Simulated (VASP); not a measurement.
# W in VASP: single point with PBE

Aim: the single point of W with PBE.

All numbers are computed with VASP 6.6.1; they aren't measurements. Logs are shortened: lines on timing, memory, paths and dates and some standing lists are left out, and cuts for length are marked.

## Step 1: The cell of the first run

The typed cell holds 1 atom: a = 2.846 Å, b = 2.846 Å, c = 2.846 Å, α = 120.00°, β = 120.00°, γ = 90.01°.

This isn't the form of W at room conditions, which is bcc.

## Step 2: Single point, PBE

INCAR

```
SYSTEM = W
  ALGO = Fast
  EDIFF = 1E-7
  ENCUT = 520
  GGA = PE
  ISIF = 2
  ISMEAR = 0
  LASPH = .True.
  LCHARG = .True.
  LELF = .True.
  LREAL = .False.
  LVHAR = .True.
  LWAVE = .False.
  NBANDS = 13
  NELM = 60
  PREC = Accurate
  SIGMA = 0.15
```

KPOINTS

```
k-points
0
Gamma
  24 24 24
  0 0 0
```

POSCAR

```
W
1.0
   -1.4231041611      1.4231041611      2.0122692838
    1.4231041611     -1.4231041611      2.0122692838
    1.4231041611      1.4231041611     -2.0122692838
W
1
Direct
    0.0000000000      0.0000000000      0.0000000000
```

Potentials or basis: VASP PAW PBE potentials, release 64 (W_sv).

Launch:

```sh
$ cat potpaw_PBE.64/W_sv/POTCAR > POTCAR
$ mpirun -np 1 vasp_std > vasp.out
```

OUTCAR:

```text
SYSTEM = W
   EDIFF = 1E-7
   ENCUT = 520
   GGA = PE
   ISIF = 2
   ISMEAR = 0
   LASPH = .True.
   LREAL = .False.
   NELM = 60
   PREC = Accurate

 ion  position               nearest neighbor table
   1  0.000  0.000  0.000-

  LATTYP: Found a body centered tetragonal cell.
 ALAT       =     2.8462083222
 C/A-ratio  =     1.4140000000

  Lattice vectors:

 A1 = (  -1.4231041611,   1.4231041611,   2.0122692838)
 A2 = (   1.4231041611,  -1.4231041611,   2.0122692838)
 A3 = (   1.4231041611,   1.4231041611,  -2.0122692838)

Analysis of symmetry for initial positions (statically):
=====================================================================
 Subroutine PRICEL returns:
 Original cell was already a primitive cell.

 Routine SETGRP: Setting up the symmetry group for a
 body centered tetragonal supercell.

 Subroutine GETGRP returns: Found 16 space group operations
 (whereof 16 operations were pure point group operations)
 out of a pool of 16 trial point group operations.

The static configuration has the point symmetry D_4h.

Analysis of symmetry for dynamics (positions and initial velocities):
=====================================================================
 Subroutine PRICEL returns:
 Original cell was already a primitive cell.

 Routine SETGRP: Setting up the symmetry group for a
 body centered tetragonal supercell.

 Subroutine GETGRP returns: Found 16 space group operations
 (whereof 16 operations were pure point group operations)
 out of a pool of 16 trial point group operations.

The dynamic configuration has the point symmetry D_4h.

 Subroutine INISYM returns: Found 16 space group operations
 (whereof 16 operations are pure point group operations),
 and found     1 'primitive' translations

----------------------------------------------------------------------------------------

                                     Primitive cell

  volume of cell :      16.3012

  direct lattice vectors                    reciprocal lattice vectors
    -1.423104161  1.423104161  2.012269284     0.000000000  0.351344627  0.248475691
     1.423104161 -1.423104161  2.012269284     0.351344627  0.000000000  0.248475691
     1.423104161  1.423104161 -2.012269284     0.351344627  0.351344627  0.000000000

  length of vectors
     2.845993425  2.845993425  2.845993425     0.430329194  0.430329194  0.496876336

  position of ions in fractional coordinates (direct lattice)
     0.000000000  0.000000000  0.000000000

  ion indices of the primitive-cell ions
   primitive index   ion index
                 1           1

----------------------------------------------------------------------------------------

 KPOINTS: k-points

Automatic generation of k-mesh.
 Grid dimensions read from file:
 generate k-points for:   24   24   24

 Generating k-lattice:

  Cartesian coordinates                     Fractional coordinates (reciprocal lattice)
     0.000000000  0.014639359  0.010353154     0.041666667  0.000000000  0.000000000
     0.014639359  0.000000000  0.010353154     0.000000000  0.041666667  0.000000000
     0.014639359  0.014639359  0.000000000     0.000000000  0.000000000  0.041666667

  Length of vectors
     0.017930383  0.017930383  0.020703181

  Shift w.r.t. Gamma in fractional coordinates (k-lattice)
     0.000000000  0.000000000  0.000000000

 Subroutine IBZKPT returns following result:
 ===========================================

 Found   1063 irreducible k-points:

 Following reciprocal coordinates:
            Coordinates               Weight
  0.000000  0.000000  0.000000      1.000000
  0.041667  0.000000 -0.000000      8.000000
  0.083333  0.000000 -0.000000      8.000000
  0.125000  0.000000 -0.000000      8.000000
  0.166667  0.000000 -0.000000      8.000000
  0.208333  0.000000 -0.000000      8.000000
[... 16 lines left out ...]
  0.416667  0.041667 -0.000000     16.000000
  0.458333  0.041667 -0.000000     16.000000
 [... further k-points ...]
   k-points           NKPTS =   1063   k-points in BZ     NKDIM =   1063   number of bands    NBANDS=     13
   number of dos      NEDOS =    301   number of ions     NIONS =      1
   total plane-waves  NPLWV =  13824
   dimension x,y,z NGX =    24 NGY =   24 NGZ =   24
   dimension x,y,z NGXF=    48 NGYF=   48 NGZF=   48
   ions per type =               1
   NGX,Y,Z   is equivalent  to a cutoff of  14.02, 14.02, 14.02 a.u.
   NGXF,Y,Z  is equivalent  to a cutoff of  28.04, 28.04, 28.04 a.u.
 SYSTEM =  W
   PREC   = accura    normal or accurate (medium, high low for compatibility)
   ISTART =      0    job   : 0-new  1-cont  2-samecut
   ICHARG =      2    charge: 1-file 2-atom 10-const
   ISPIN  =      1    spin polarized calculation?
   LNONCOLLINEAR =      F non collinear calculations
   LSORBIT =      F    spin-orbit coupling
   LASPH  =      T    aspherical Exc in radial PAW
   ENCUT  =  520.0 eV  38.22 Ry    6.18 a.u.   5.29  5.29  5.29*2*pi/ulx,y,z
   NELM   =     60;   NELMIN=  2; NELMDL= -5     # of ELM steps
   EDIFF  = 0.1E-06   stopping-criterion for ELM
   LREAL  =      F    real-space projection
   EDIFFG = 0.1E-05   stopping-criterion for IOM
   NSW    =      0    number of steps for IOM
   IBRION =     -1    ionic relax: 0-MD 1-quasi-New 2-CG
   NFREE  =      0    steps in history (QN), initial steepest desc. (CG)
   ISIF   =      2    stress and relaxation
   ISYM   =      2    0-nonsym 1-usesym 2-fastsym
   POTIM  = 0.5000    time-step for ionic-motion
   TEBEG  =    0.0;   TEEND  =   0.0 temperature during run
   PSTRESS=    0.0 pullay stress
   NELECT =      14.0000    total number of electrons
   NUPDOWN=      -1.0000    fix difference up-down
   EMIN   =  10.00;   EMAX   =-10.00  energy-range for DOS
   EFERMI =   0.00;   METHOD = LEGACY
   ISMEAR =     0;   SIGMA  =   0.15  broadening in eV -4-tet -1-fermi 0-gaus
   EFERMI_NEDOS =   21; number of points for ismear=-14 and -15
   IALGO  =     68    algorithm
   IMIX   =      4    mixing-type and parameters
     AMIX     =   0.40;   BMIX     =  1.00
     AMIX_MAG =   1.60;   BMIX_MAG =  1.00
  volume/ion in A,a.u.               =      16.30       110.01
  Fermi-wavevector in a.u.,A,eV,Ry     =   1.556125  2.940649 32.946829  2.421524
  Thomas-Fermi vector in A             =   2.659966
   LORBIT       =      0    0 simple, 1 ext, 2 COOP (PROOUT), +10 PAW based schemes
   GGA     = PE    functional components
   LHFCALC =     F    Hartree Fock is set to
   AEXX    =    0.0000 exact exchange contribution
   IVDW    =     0    specifies the selected vdW correction
   LEPSILON=     F    determine dielectric tensor
   LRPA    =     F    only Hartree local field effects (RPA)
 non-spin polarized calculation
 RMM-DIIS sequential band-by-band and
 Gauss-broadening in eV      SIGMA  =   0.15
  energy-cutoff  :      520.00
  volume of cell :       16.30
 maximum number of plane-waves:       459
 NGX is ok and might be reduce to    24
   NGX = 11   NGY = 11   NGZ = 11

 number of electron      14.0000001 magnetization

 Free energy of the ion-electron system (eV)
  ---------------------------------------------------
  ext. energy  EPLUGINS =         0.00000000
  ---------------------------------------------------
  free energy    TOTEN  =       -12.47616433 eV

  energy without entropy =      -12.46111337  energy(sigma->0) =      -12.46863885

 E-fermi :  10.5806     XC(G=0): -13.4729

 val. band max:       10.5723111377   @ k =  -0.1667   0.0833   0.0417
 cond. band min:      10.5808172140   @ k =  -0.1667   0.5000   0.1250
 fundamental gap:      0.0085060763
 Fermi energy:        10.5805836236

 k-point     1 :       0.0000    0.0000    0.0000
  band No.  band energies     occupation
      1     -63.0771      2.00000
      2     -26.6994      2.00000
      3     -26.6994      2.00000
      4     -26.6993      2.00000
      5       1.5542      2.00000
      6      10.0162      2.00000
      7      10.0162      2.00000
      8      10.0182      2.00000
      9      13.1712      0.00000
     10      13.1742      0.00000
     11      23.3766      0.00000
     12      28.6269      0.00000
     13      28.6274      0.00000

 k-point     2 :       0.0417    0.0000   -0.0000
  band No.  band energies     occupation
      1     -63.0752      2.00000
      2     -26.7208      2.00000
      3     -26.7021      2.00000
      4     -26.7020      2.00000
      5       1.6317      2.00000
      6       9.9553      2.00000
      7      10.0531      2.00000
      8      10.0544      2.00000
      9      13.1364      0.00000
     10      13.1394      0.00000
     11      23.5344      0.00000
     12      28.2543      0.00000
     13      28.7742      0.00000

 k-point     3 :       0.0833    0.0000   -0.0000
  band No.  band energies     occupation
      1     -63.0697      2.00000
      2     -26.7833      2.00000
      3     -26.7101      2.00000
      4     -26.7100      2.00000
      5       1.8594      2.00000
      6       9.7854      2.00000
      7      10.1560      1.99994
      8      10.1573      1.99993
      9      13.0460      0.00000
     10      13.0488      0.00000
     11      23.9825      0.00000
     12      27.4362      0.00000
     13      29.2008      0.00000

 k-point     4 :       0.1250    0.0000   -0.0000
  band No.  band energies     occupation
      1     -63.0611      2.00000
      2     -26.8818      2.00000
      3     -26.7228      2.00000
      4     -26.7226      2.00000
      5       2.2230      2.00000
      6       9.5474      2.00000
      7      10.2993      1.99199
      8      10.3008      1.99167
      9      12.9425      0.00000
     10      12.9451      0.00000
     11      24.6183      0.00000
     12      26.5716      0.00000
     13      29.8898      0.00000

 k-point     5 :       0.1667    0.0000   -0.0000
  band No.  band energies     occupation
      1     -63.0498      2.00000
      2     -27.0083      2.00000
      3     -26.7392      2.00000
      4     -26.7391      2.00000
      5       2.6962      2.00000
      6       9.2958      2.00000
      7      10.4345      1.83143
      8      10.4361      1.82673
      9      12.8953      0.00000
     10      12.8974      0.00000
     11      24.9370      0.00000
     12      26.2218      0.00000
     13      30.8019      0.00000
[... 257 lines left out ...]
 k-point    22 :       0.3750    0.0417   -0.0000
  band No.  band energies     occupation
      1     -62.9795      2.00000
      2     -27.7375      2.00000
      3     -26.8616      2.00000
      4     -26.8329      2.00000
      5       4.9231      2.00000
      6       9.8783      2.00000
      7      10.0143      2.00000
      8      10.1172      1.99999
      9      14.6314      0.00000
     10      15.2995      0.00000
     11      21.8089      0.00000
     12      24.6544      0.00000
     13      30.3337      0.00000

 k-point    23 :       0.4167    0.0417   -0.0000
  band No.  band energies     occupation
      1     -62.9718      2.00000
      2     -27.8140      2.00000
      3     -26.8696      2.00000
      4     -26.8469      2.00000
      5       4.9892      2.00000
      6       9.7737      2.00000
      7       9.9100      2.00000
      8      10.6694      0.40239
      9      15.1454      0.00000
     10      15.6736      0.00000
     11      21.3330      0.00000
     12      23.7537      0.00000
     13      29.6009      0.00000

 k-point    24 :       0.4583    0.0417   -0.0000
  band No.  band energies     occupation
      1     -62.9675      2.00000
      2     -27.8566      2.00000
      3     -26.8723      2.00000
      4     -26.8565      2.00000
      5       5.0100      2.00000
      6       9.7012      2.00000
      7       9.8563      2.00000
      8      11.0615      0.00001
      9      15.5179      0.00000
     10      15.8492      0.00000
     11      20.9829      0.00000
     12      23.2700      0.00000
     13      29.2612      0.00000

 [... further k-points ...]

------------------------ aborting loop because EDIFF is reached ----------------------------------------

  FORCE on cell =-STRESS in cart. coord.  units (eV):
  Direction    XX          YY          ZZ          XY          YZ          ZX
  --------------------------------------------------------------------------------------
  -------------------------------------------------------------------------------------
  Total        0.3234606      0.3234606      0.3179947      0.0000000      0.0000000      0.0000000
  in kB       31.7916103     31.7916103     31.2543894      0.0000000      0.0000000      0.0000000
  external PRESSURE =      31.6125367 kB  Pullay stress =       0.0000000 kB

 VOLUME and BASIS-vectors are now :
 -----------------------------------------------------------------------------
  energy-cutoff  :      520.00
  volume of cell :       16.30
      direct lattice vectors                 reciprocal lattice vectors
    -1.423104161  1.423104161  2.012269284     0.000000000  0.351344627  0.248475691
     1.423104161 -1.423104161  2.012269284     0.351344627  0.000000000  0.248475691
     1.423104161  1.423104161 -2.012269284     0.351344627  0.351344627  0.000000000

 POSITION                                       TOTAL-FORCE (eV/Angst)
 -----------------------------------------------------------------------------------
      0.00000      0.00000      0.00000        -0.000000      0.000000      0.000000
 -----------------------------------------------------------------------------------
    total drift:                               -0.000000      0.000000      0.000000

  FREE ENERGIE OF THE ION-ELECTRON SYSTEM (eV)
  ---------------------------------------------------
  free  energy   TOTEN  =       -12.4761643326 eV

  energy  without entropy=      -12.4611133652  energy(sigma->0) =      -12.46863885
```

It took 2.2 min on 1 thread of Intel Xeon 6975P-C, shared host; peak memory 0.33 GiB.

Results:

* Free energy: -12.4762 eV
* Pressure: 3.2 GPa
* Band gap on the k mesh: zero (bands 7 and 8 overlap by 3.65 eV)

Caveat: the cell stands under pressure; spin-orbit coupling is left out, which moves the levels of the heavy elements.
